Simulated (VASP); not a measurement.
Wanted: the native input for a VASP 6.6.1 run.

```yaml
Task: relaxation of cell and atoms
Functional: LDA
Potentials_or_basis: VASP PAW LDA potentials, release 64 (Hf_pv, Ru_pv)
Cutoff: 600 eV
k_mesh: 14 × 14 × 14
Occupations: gaussian, width 0.1 eV
Spin: no spin polarisation
Dipole_correction: no
Further_INCAR_settings: ALGO = Normal; EDIFF = 1e-06; IBRION = 2; EDIFFG = -0.005; NSW = 70; ISIF = 3
```

The structure of HfRu lies in POSCAR:

```
HfRu
1.0
    3.2481236017      0.0000000000      0.0000000000
    0.0000000000      3.2481236017      0.0000000000
    0.0000000000      0.0000000000      3.2481236017
Hf Ru
1 1
Direct
    0.0000000000      0.0000000000      0.0000000000
    0.5000000000      0.5000000000      0.5000000000
```

One way to write it, as run:

INCAR

```
  ALGO = Normal
  EDIFF = 1E-6
  EDIFFG = -0.005
  ENCUT = 600
  IBRION = 2
  ISIF = 3
  ISMEAR = 0
  LASPH = T
  LCHARG = F
  LREAL = F
  LWAVE = F
  NELM = 80
  NSW = 70
  PREC = Accurate
  SIGMA = 0.1
```

KPOINTS

```
k-points
0
Gamma
  14 14 14
```

Potentials or basis: VASP PAW LDA potentials, release 64 (Hf_pv, Ru_pv).

Run with:

```console
$ cat potpaw_LDA.64/Hf_pv/POTCAR potpaw_LDA.64/Ru_pv/POTCAR > POTCAR
$ mpirun -np 1 vasp_std > vasp.out
```

It gave:

* Relaxed volume: 16.08 Å³/atom
* Relaxed cell: a = 3.180 Å, b = 3.180 Å, c = 3.180 Å, α = 90.00°, β = 90.00°, γ = 90.00°
* Space group after relaxing (to 0.05 Å): Pm-3m (No. 221)
* Energy gained by relaxing: 43.7 meV/atom
* Ionic steps: 7
* Pressure after relaxing: 0.0 GPa
* Band gap on the k mesh: zero (band 12 reaches 9.79 eV, above the bottom of band 13 at 8.06 eV)

Caveat: spin-orbit coupling is left out, which moves the levels of the heavy elements.

Wall time 4.6 min on 1 thread of AMD EPYC 7R13 Processor (Zen 3), on a shared host, peak memory 0.19 GiB.
